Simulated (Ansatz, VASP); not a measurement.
**One calculation of HfO2, two programs**

Contents of INCAR:

```
PREC = Accurate
ENCUT = 520
EDIFF = 1E-7
ISMEAR = 0
SIGMA = 0.05
LREAL = F
LASPH = T
NELM = 100
ALGO = Normal
ISIF = 2
LWAVE = F
LCHARG = F
GGA = PE
NBANDS = 18
```

File KPOINTS:

```
regular mesh
0
Gamma
  8 8 8
```

POSCAR

```
HfO2
1.0
    0.0000000000      2.5143397800      2.5143397800
    2.5143397800      0.0000000000      2.5143397800
    2.5143397800      2.5143397800      0.0000000000
Hf O
1 2
Direct
    0.0000000000      0.0000000000      0.0000000000
    0.2500000000      0.2500000000      0.2500000000
    0.7500000000      0.7500000000      0.7500000000
```

Input for Ansatz:

```yaml
crystal:
  lattice:
    - [0.0, 2.51433978, 2.51433978]
    - [2.51433978, 0.0, 2.51433978]
    - [2.51433978, 2.51433978, 0.0]
  atoms:
    - { symbol: Hf, position: [0.0, 0.0, 0.0] }
    - { symbol: O, position: [0.25, 0.25, 0.25] }
    - { symbol: O, position: [0.75, 0.75, 0.75] }
basis:
  ecutwfc: 420
  ecutrho_ratio: 4
kpoints:
  mp_grid: { grid: [8, 8, 8] }
hamiltonian:
  xc: pbe
scf:
  occupations: { method: gaussian, width: 0.05 }
output:
  forces: true
  stress: true
  eigenvalues: true
```

Alike in both runs: task single point; functional PBE; k mesh 8 × 8 × 8; occupations gaussian, width 0.05 eV; no spin polarisation.

|  | VASP | Ansatz |
| --- | --- | --- |
| version | VASP 6.6.1 | Ansatz 0.2.0 |
| potentials or method | VASP PAW PBE potentials, release 64 (Hf_pv, O), cutoff 520 eV | scalar-relativistic, plane waves, PAW |
| valence electrons in the cell | 22 | 38 |

Ansatz gave:

* gap on the k mesh at the Fermi level (eV): 3.85
* least direct gap on the mesh (eV): 3.85
* pressure (GPa): 10.9

Q: Estimate VASP's values.

A: gap on the k mesh at the Fermi level (eV): 3.87; least direct gap on the mesh (eV): 3.87; pressure (GPa): 6.9.

With one functional, cell and mesh, what is left measures potentials, basis and numerics. VASP's potentials hold 22 valence electrons a cell and Ansatz's 38, so a difference there can come from the potentials and not from the codes.

Neither program's run includes spin-orbit coupling.
